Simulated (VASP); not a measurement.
# Sn2GeP2 (I4/mmm) in VASP: further runs

Runs on Sn2GeP2. Level: PBE. Tasks: single point.

All numbers are computed with VASP 6.6.1; they aren't measurements. Logs are shortened: lines on timing, memory, paths and dates and some standing lists are left out, and cuts for length are marked.

### Step 1. The cell of the first run

It takes space group I4/mmm (No. 139, tetragonal). The conventional cell has a = 5.078 Å, b = 5.078 Å, c = 9.027 Å, α = 90.00°, β = 90.00°, γ = 90.00°. Sn (site symmetry 4mm) has 4 P at 2.68 Å and 1 Sn at 2.83 Å and 1 Ge at 3.10 Å within 3.5 Å. Within 4.1 Å of Ge (site symmetry 4/mmm) lie 10 Sn at 3.10 to 3.86 Å and 8 P at 3.40 Å. Within 3.6 Å of P (site symmetry -4m2) lie 4 Sn at 2.68 Å and 4 Ge at 3.40 Å and 4 P at 3.59 Å.

The cell was generated, and may not be a known phase.

### Step 2. Single point, PBE

The input, INCAR:

```
ALGO     = Normal         # electronic algorithm
EDIFF    = 1E-7           # SCF threshold, eV
ENCUT    = 520            # plane-wave cutoff, eV
GGA      = PE             # functional
ISIF     = 2              # what is computed and relaxed
ISMEAR   = 0              # smearing method
LASPH    = T              # aspherical terms in the spheres
LCHARG   = T              # write CHGCAR
LELF     = T              # ELF
LREAL    = F              # projectors in reciprocal space
LVHAR    = T            
LWAVE    = F              # write WAVECAR
NBANDS   = 34             # bands
NELM     = 80             # most SCF steps
PREC     = Accurate       # precision mode
SIGMA    = 0.1            # smearing width, eV
```

The input, KPOINTS:

```
k-points
0
Gamma
  4 4 4
```

The input, POSCAR:

```
Sn2GeP2
1.0
   -2.5390849996      2.5390849996      4.5132999674
    2.5390849996     -2.5390849996      4.5132999674
    2.5390849996      2.5390849996     -4.5132999674
Sn Ge P
2 1 2
Direct
    0.1566563819      0.1566563819      0.0000000000
    0.8433436181      0.8433436181      0.0000000000
    0.5000000000      0.5000000000      0.0000000000
    0.7500000000      0.2500000000      0.5000000000
    0.2500000000      0.7500000000      0.5000000000
```

Potentials or basis: VASP PAW PBE potentials, release 64 (Sn_d, Ge_d, P).

On the command line:

```
$ cat potpaw_PBE.64/Sn_d/POTCAR potpaw_PBE.64/Ge_d/POTCAR potpaw_PBE.64/P/POTCAR > POTCAR
$ mpirun -np 1 vasp_std > vasp.out
```

OUTCAR:

```text
EDIFF = 1E-7
   ENCUT = 520
   GGA = PE
   ISIF = 2
   ISMEAR = 0
   LASPH = T
   LREAL = F
   NELM = 80
   PREC = Accurate

 ion  position               nearest neighbor table
   1  0.157  0.157  0.000-   4 2.68   5 2.68   4 2.68   5 2.68   2 2.83   3 3.10
   2  0.843  0.843  0.000-   4 2.68   5 2.68   4 2.68   5 2.68   1 2.83   3 3.10
   3  0.500  0.500  0.000-   1 3.10   2 3.10
   4  0.750  0.250  0.500-   2 2.68   1 2.68   2 2.68   1 2.68
   5  0.250  0.750  0.500-   2 2.68   1 2.68   2 2.68   1 2.68

  LATTYP: Found a body centered tetragonal cell.
 ALAT       =     5.0781699992
 C/A-ratio  =     1.7775300819

  Lattice vectors:

 A1 = (  -2.5390849996,   2.5390849996,   4.5132999674)
 A2 = (   2.5390849996,  -2.5390849996,   4.5132999674)
 A3 = (   2.5390849996,   2.5390849996,  -4.5132999674)

Analysis of symmetry for initial positions (statically):
=====================================================================
 Subroutine PRICEL returns:
 Original cell was already a primitive cell.

 Routine SETGRP: Setting up the symmetry group for a
 body centered tetragonal supercell.

 Subroutine GETGRP returns: Found 16 space group operations
 (whereof 16 operations were pure point group operations)
 out of a pool of 16 trial point group operations.

The static configuration has the point symmetry D_4h.

Analysis of symmetry for dynamics (positions and initial velocities):
=====================================================================
 Subroutine PRICEL returns:
 Original cell was already a primitive cell.

 Routine SETGRP: Setting up the symmetry group for a
 body centered tetragonal supercell.

 Subroutine GETGRP returns: Found 16 space group operations
 (whereof 16 operations were pure point group operations)
 out of a pool of 16 trial point group operations.

The dynamic configuration has the point symmetry D_4h.

 Subroutine INISYM returns: Found 16 space group operations
 (whereof 16 operations are pure point group operations),
 and found     1 'primitive' translations

----------------------------------------------------------------------------------------

                                     Primitive cell

  volume of cell :     116.3881

  direct lattice vectors                    reciprocal lattice vectors
    -2.539085000  2.539085000  4.513299967     0.000000000  0.196921332  0.110783685
     2.539085000 -2.539085000  4.513299967     0.196921332  0.000000000  0.110783685
     2.539085000  2.539085000 -4.513299967     0.196921332  0.196921332  0.000000000

  length of vectors
     5.767476213  5.767476213  5.767476213     0.225944763  0.225944763  0.278488818

  position of ions in fractional coordinates (direct lattice)
     0.156656382  0.156656382  0.000000000
     0.843343618  0.843343618  0.000000000
     0.500000000  0.500000000  0.000000000
     0.750000000  0.250000000  0.500000000
     0.250000000  0.750000000  0.500000000

  ion indices of the primitive-cell ions
   primitive index   ion index
                 1           1
                 2           2
                 3           3
                 4           4
                 5           5

----------------------------------------------------------------------------------------

 KPOINTS: k-points

Automatic generation of k-mesh.
 Grid dimensions read from file:
 generate k-points for:    4    4    4

 Generating k-lattice:

  Cartesian coordinates                     Fractional coordinates (reciprocal lattice)
     0.000000000  0.049230333  0.027695921     0.250000000  0.000000000  0.000000000
     0.049230333  0.000000000  0.027695921     0.000000000  0.250000000  0.000000000
     0.049230333  0.049230333  0.000000000     0.000000000  0.000000000  0.250000000

  Length of vectors
     0.056486191  0.056486191  0.069622205

  Shift w.r.t. Gamma in fractional coordinates (k-lattice)
     0.000000000  0.000000000  0.000000000

 Subroutine IBZKPT returns following result:
 ===========================================

 Found     13 irreducible k-points:

 Following reciprocal coordinates:
            Coordinates               Weight
  0.000000  0.000000  0.000000      1.000000
  0.250000 -0.000000  0.000000      8.000000
  0.500000 -0.000000  0.000000      4.000000
  0.250000  0.250000  0.000000      8.000000
  0.500000  0.250000  0.000000     16.000000
 -0.250000  0.250000  0.000000      4.000000
  0.500000  0.500000  0.000000      2.000000
  0.250000  0.250000  0.250000      2.000000
 -0.250000  0.250000  0.250000      4.000000
  0.500000  0.500000  0.250000      4.000000
 -0.250000  0.500000  0.250000      8.000000
 -0.250000 -0.250000  0.250000      2.000000
  0.500000  0.500000  0.500000      1.000000
   k-points           NKPTS =     13   k-points in BZ     NKDIM =     13   number of bands    NBANDS=     34
   number of dos      NEDOS =    301   number of ions     NIONS =      5
   total plane-waves  NPLWV = 110592
   dimension x,y,z NGX =    48 NGY =   48 NGZ =   48
   dimension x,y,z NGXF=    96 NGYF=   96 NGZF=   96
   ions per type =               2   1   2
   NGX,Y,Z   is equivalent  to a cutoff of  13.84, 13.84, 13.84 a.u.
   NGXF,Y,Z  is equivalent  to a cutoff of  27.67, 27.67, 27.67 a.u.
 SYSTEM =  unknown system
   PREC   = accura    normal or accurate (medium, high low for compatibility)
   ISTART =      0    job   : 0-new  1-cont  2-samecut
   ICHARG =      2    charge: 1-file 2-atom 10-const
   ISPIN  =      1    spin polarized calculation?
   LNONCOLLINEAR =      F non collinear calculations
   LSORBIT =      F    spin-orbit coupling
   LASPH  =      T    aspherical Exc in radial PAW
   ENCUT  =  520.0 eV  38.22 Ry    6.18 a.u.  10.72 10.72 10.72*2*pi/ulx,y,z
   NELM   =     80;   NELMIN=  2; NELMDL= -5     # of ELM steps
   EDIFF  = 0.1E-06   stopping-criterion for ELM
   LREAL  =      F    real-space projection
   EDIFFG = 0.1E-05   stopping-criterion for IOM
   NSW    =      0    number of steps for IOM
   IBRION =     -1    ionic relax: 0-MD 1-quasi-New 2-CG
   NFREE  =      0    steps in history (QN), initial steepest desc. (CG)
   ISIF   =      2    stress and relaxation
   ISYM   =      2    0-nonsym 1-usesym 2-fastsym
   POTIM  = 0.5000    time-step for ionic-motion
   TEBEG  =    0.0;   TEEND  =   0.0 temperature during run
   PSTRESS=    0.0 pullay stress
   NELECT =      52.0000    total number of electrons
   NUPDOWN=      -1.0000    fix difference up-down
   EMIN   =  10.00;   EMAX   =-10.00  energy-range for DOS
   EFERMI =   0.00;   METHOD = LEGACY
   ISMEAR =     0;   SIGMA  =   0.10  broadening in eV -4-tet -1-fermi 0-gaus
   EFERMI_NEDOS =   21; number of points for ismear=-14 and -15
   IALGO  =     38    algorithm
   IMIX   =      4    mixing-type and parameters
     AMIX     =   0.40;   BMIX     =  1.00
     AMIX_MAG =   1.60;   BMIX_MAG =  1.00
  volume/ion in A,a.u.               =      23.28       157.09
  Fermi-wavevector in a.u.,A,eV,Ry     =   1.251526  2.365040 21.311026  1.566316
  Thomas-Fermi vector in A             =   2.385469
   LORBIT       =      0    0 simple, 1 ext, 2 COOP (PROOUT), +10 PAW based schemes
   GGA     = PE    functional components
   LHFCALC =     F    Hartree Fock is set to
   AEXX    =    0.0000 exact exchange contribution
   IVDW    =     0    specifies the selected vdW correction
   LEPSILON=     F    determine dielectric tensor
   LRPA    =     F    only Hartree local field effects (RPA)
 non-spin polarized calculation
 Gauss-broadening in eV      SIGMA  =   0.10
  energy-cutoff  :      520.00
  volume of cell :      116.39
 maximum number of plane-waves:      3149
 NGX is ok and might be reduce to    48
   NGX = 21   NGY = 21   NGZ = 21

 number of electron      52.0000001 magnetization

 Free energy of the ion-electron system (eV)
  ---------------------------------------------------
  ext. energy  EPLUGINS =         0.00000000
  ---------------------------------------------------
  free energy    TOTEN  =       -21.11798339 eV

  energy without entropy =      -21.09887549  energy(sigma->0) =      -21.10842944

 E-fermi :   6.7285     XC(G=0): -10.1111

 val. band max:        6.7151020571   @ k =  -0.2500   0.2500   0.2500
 cond. band min:       6.7526936219   @ k =   0.2500   0.2500   0.0000
 fundamental gap:      0.0375915648
 Fermi energy:         6.7285465705

 k-point     1 :       0.0000    0.0000    0.0000
  band No.  band energies     occupation
      1     -18.5997      2.00000
      2     -18.5970      2.00000
      3     -18.5829      2.00000
      4     -18.5807      2.00000
      5     -18.5807      2.00000
      6     -15.0712      2.00000
[... 26 lines left out ...]
     33      11.8210      0.00000
     34      14.4482      0.00000

 k-point     2 :       0.2500   -0.0000    0.0000
  band No.  band energies     occupation
      1     -18.5997      2.00000
      2     -18.5969      2.00000
      3     -18.5829      2.00000
      4     -18.5808      2.00000
      5     -18.5807      2.00000
      6     -15.0712      2.00000
[... 26 lines left out ...]
     33      11.9707      0.00000
     34      12.3943      0.00000

 k-point     3 :       0.5000   -0.0000    0.0000
  band No.  band energies     occupation
      1     -18.5997      2.00000
      2     -18.5968      2.00000
      3     -18.5828      2.00000
      4     -18.5808      2.00000
      5     -18.5807      2.00000
      6     -15.0709      2.00000
[... 26 lines left out ...]
     33      11.9547      0.00000
     34      12.4343      0.00000

 k-point     4 :       0.2500    0.2500    0.0000
  band No.  band energies     occupation
      1     -18.5997      2.00000
      2     -18.5968      2.00000
      3     -18.5828      2.00000
      4     -18.5808      2.00000
      5     -18.5808      2.00000
      6     -15.0707      2.00000
[... 26 lines left out ...]
     33      10.7307      0.00000
     34      12.3197      0.00000

 k-point     5 :       0.5000    0.2500    0.0000
  band No.  band energies     occupation
      1     -18.5997      2.00000
      2     -18.5967      2.00000
      3     -18.5828      2.00000
      4     -18.5808      2.00000
      5     -18.5807      2.00000
      6     -15.0698      2.00000
[... 26 lines left out ...]
     33      11.2344      0.00000
     34      11.8144      0.00000

 k-point     6 :      -0.2500    0.2500    0.0000
  band No.  band energies     occupation
      1     -18.5997      2.00000
      2     -18.5968      2.00000
      3     -18.5829      2.00000
      4     -18.5808      2.00000
      5     -18.5807      2.00000
      6     -15.0703      2.00000
[... 26 lines left out ...]
     33      12.9728      0.00000
     34      13.0387      0.00000

 k-point     7 :       0.5000    0.5000    0.0000
  band No.  band energies     occupation
      1     -18.5998      2.00000
      2     -18.5966      2.00000
      3     -18.5828      2.00000
      4     -18.5809      2.00000
      5     -18.5807      2.00000
      6     -15.0685      2.00000
[... 26 lines left out ...]
     33      10.4964      0.00000
     34      10.7045      0.00000

 k-point     8 :       0.2500    0.2500    0.2500
  band No.  band energies     occupation
      1     -18.5998      2.00000
      2     -18.5966      2.00000
      3     -18.5828      2.00000
      4     -18.5808      2.00000
      5     -18.5808      2.00000
      6     -15.0691      2.00000
[... 26 lines left out ...]
     33      10.9008      0.00000
     34      11.3936      0.00000

 k-point     9 :      -0.2500    0.2500    0.2500
  band No.  band energies     occupation
      1     -18.5997      2.00000
      2     -18.5968      2.00000
      3     -18.5829      2.00000
      4     -18.5808      2.00000
      5     -18.5807      2.00000
      6     -15.0708      2.00000
[... 26 lines left out ...]
     33      11.5174      0.00000
     34      11.7953      0.00000

 k-point    10 :       0.5000    0.5000    0.2500
  band No.  band energies     occupation
      1     -18.5997      2.00000
      2     -18.5968      2.00000
      3     -18.5829      2.00000
      4     -18.5808      2.00000
      5     -18.5807      2.00000
      6     -15.0706      2.00000
[... 26 lines left out ...]
     33      11.5927      0.00000
     34      11.9319      0.00000

 k-point    11 :      -0.2500    0.5000    0.2500
  band No.  band energies     occupation
      1     -18.5997      2.00000
      2     -18.5969      2.00000
      3     -18.5829      2.00000
      4     -18.5807      2.00000
      5     -18.5807      2.00000
      6     -15.0716      2.00000
[... 26 lines left out ...]
     33      11.2804      0.00000
     34      11.9240      0.00000

 k-point    12 :      -0.2500   -0.2500    0.2500
  band No.  band energies     occupation
      1     -18.5997      2.00000
      2     -18.5970      2.00000
      3     -18.5829      2.00000
      4     -18.5807      2.00000
      5     -18.5807      2.00000
      6     -15.0722      2.00000
[... 26 lines left out ...]
     33      10.8892      0.00000
     34      11.6650      0.00000

 k-point    13 :       0.5000    0.5000    0.5000
  band No.  band energies     occupation
      1     -18.5996      2.00000
      2     -18.5970      2.00000
      3     -18.5829      2.00000
      4     -18.5807      2.00000
      5     -18.5807      2.00000
      6     -15.0720      2.00000
[... 26 lines left out ...]
     33      11.0167      0.00000
     34      11.2486      0.00000

------------------------ aborting loop because EDIFF is reached ----------------------------------------

  FORCE on cell =-STRESS in cart. coord.  units (eV):
  Direction    XX          YY          ZZ          XY          YZ          ZX
  --------------------------------------------------------------------------------------
  -------------------------------------------------------------------------------------
  Total        0.0823054      0.0823054      0.0327386      0.0000000      0.0000000      0.0000000
  in kB        1.1330002      1.1330002      0.4506730      0.0000000      0.0000000      0.0000000
  external PRESSURE =       0.9055578 kB  Pullay stress =       0.0000000 kB

 VOLUME and BASIS-vectors are now :
 -----------------------------------------------------------------------------
  energy-cutoff  :      520.00
  volume of cell :      116.39
      direct lattice vectors                 reciprocal lattice vectors
    -2.539085000  2.539085000  4.513299967     0.000000000  0.196921332  0.110783685
     2.539085000 -2.539085000  4.513299967     0.196921332  0.000000000  0.110783685
     2.539085000  2.539085000 -4.513299967     0.196921332  0.196921332  0.000000000

 POSITION                                       TOTAL-FORCE (eV/Angst)
 -----------------------------------------------------------------------------------
      0.00000      0.00000      1.41407         0.000000      0.000000     -0.008305
      0.00000      0.00000      7.61253        -0.000000     -0.000000      0.008305
      0.00000      0.00000      4.51330         0.000000      0.000000      0.000000
      0.00000      2.53908      2.25665         0.000000      0.000000      0.000000
      2.53908      0.00000      2.25665         0.000000      0.000000      0.000000
 -----------------------------------------------------------------------------------
    total drift:                               -0.000000     -0.000000      0.000000

  FREE ENERGIE OF THE ION-ELECTRON SYSTEM (eV)
  ---------------------------------------------------
  free  energy   TOTEN  =       -21.1179833875 eV

  energy  without entropy=      -21.0988754857  energy(sigma->0) =      -21.10842944
```

Wall time 98 s (1 thread of Intel Xeon Platinum 8488C (Sapphire Rapids), shared host); peak memory 0.34 GiB.

What came out:

```
Free energy            : -21.1180 eV
Pressure               : 0.1 GPa
Largest force          : 0.008 eV/Å
Band gap on the k mesh : zero (bands 26 and 27 overlap by 2.11 eV)
```

Forces on the atoms (eV/Å):
```
Sn   0.000  0.000 -0.008
Sn   0.000  0.000  0.008
Ge   0.000  0.000  0.000
P    0.000  0.000  0.000
P    0.000  0.000  0.000
```

Levels at points of the mesh, in eV from the Fermi level:
```csv
k point,band 24,band 25,band 26,band 27,band 28,band 29
"(0.00, 0.00, 0.00)",-2.28,-2.28,-1.64,-1.04,-1.04,-0.20
"(0.50, 0.00, 0.00)",-1.83,-1.17,0.32,0.56,1.12,1.22
"(0.50, 0.50, 0.00)",-0.75,-0.45,-0.15,-0.05,1.63,2.77
"(0.50, 0.50, 0.50)",-1.81,-0.51,-0.32,0.46,0.87,1.24
```

Caveat: spin-orbit coupling is left out, which moves the levels of the heavy elements.

(Continued in part 2 of 2.)

The gap in the log of VASP goes by the Fermi energy; the results here count the filled bands.